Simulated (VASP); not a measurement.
GaSb:

```
CELL_PARAMETERS angstrom
0.00000 2.94324 3.16729
2.94324 0.00000 3.16729
2.94324 2.94324 0.00000
ATOMIC_POSITIONS crystal
Ga 0.00000 0.00000 0.00000
Sb 0.25000 0.25000 0.25000
```

This cell differs from its parent crystal: epitaxial xy strain -4.0%.

Base run:

- Program: VASP 6.6.1
- Functional: r2SCAN
- Potentials or basis: VASP PAW PBE potentials, release 64 (Ga_d, Sb_d_GW)
- Cutoff: 550 eV
- k mesh: 8 × 8 × 8
- Occupations: fermi-dirac, width 0.02 eV
- Spin: no spin polarisation

Its results: band gap on the k mesh 0.52 eV (least direct gap 0.55 eV); pressure 2.9 GPa.

Q: The run is repeated on the same cell with these changes: functional from r2SCAN to PBE; cutoff from 550 eV to 500 eV. What comes out?

A: Band gap on the k mesh 0.13 eV; pressure 4.8 GPa.

Caveats: semilocal functionals underestimate gaps, and a narrow one can read as zero; spin-orbit coupling is left out, which moves the levels of the heavy elements; the PAW data sets were made with another functional, which shifts forces and pressure a little (at least some runs); the cell stands under pressure (at least some runs).

A k mesh can miss the band edges.
